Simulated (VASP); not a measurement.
Here is a VASP 6.6.1 calculation.

INCAR

```
PREC = Accurate
ENCUT = 520
EDIFF = 1E-6
ISMEAR = -1
SIGMA = 0.05
LREAL = False
LASPH = True
NELM = 100
ALGO = Normal
ISIF = 2
LWAVE = False
LCHARG = False
GGA = CA
NBANDS = 20
```

The input KPOINTS:

```
Automatic mesh
0
Gamma
  11 11 6
```

The input POSCAR:

```
AgRh
1.0
    2.7208868163      0.0000000000      0.0000000000
   -1.3604434081      2.3563571037      0.0000000000
    0.0000000000      0.0000000000      4.7104397215
Ag Rh
1 1
Direct
    0.0000000000      0.0000000000      0.5000000000
    0.6666666667      0.3333333333      0.0000000000
```

Potentials or basis: VASP PAW LDA potentials, release 64 (Ag, Rh_pv).

Command:

```console
$ cat potpaw_LDA.64/Ag/POTCAR potpaw_LDA.64/Rh_pv/POTCAR > POTCAR
$ mpirun -np 1 vasp_std > vasp.out
```

Problem. Estimate the pressure.

Solution. -6.1 GPa.

Problem. Predict the band gap on the k mesh.

Solution. Zero (band 13 reaches 10.72 eV, above the bottom of band 14 at 9.25 eV).

Stress tensor (GPa, compression positive):
```
-5.63  0.00  0.00
 0.00 -5.63  0.00
 0.00  0.00 -6.95
```
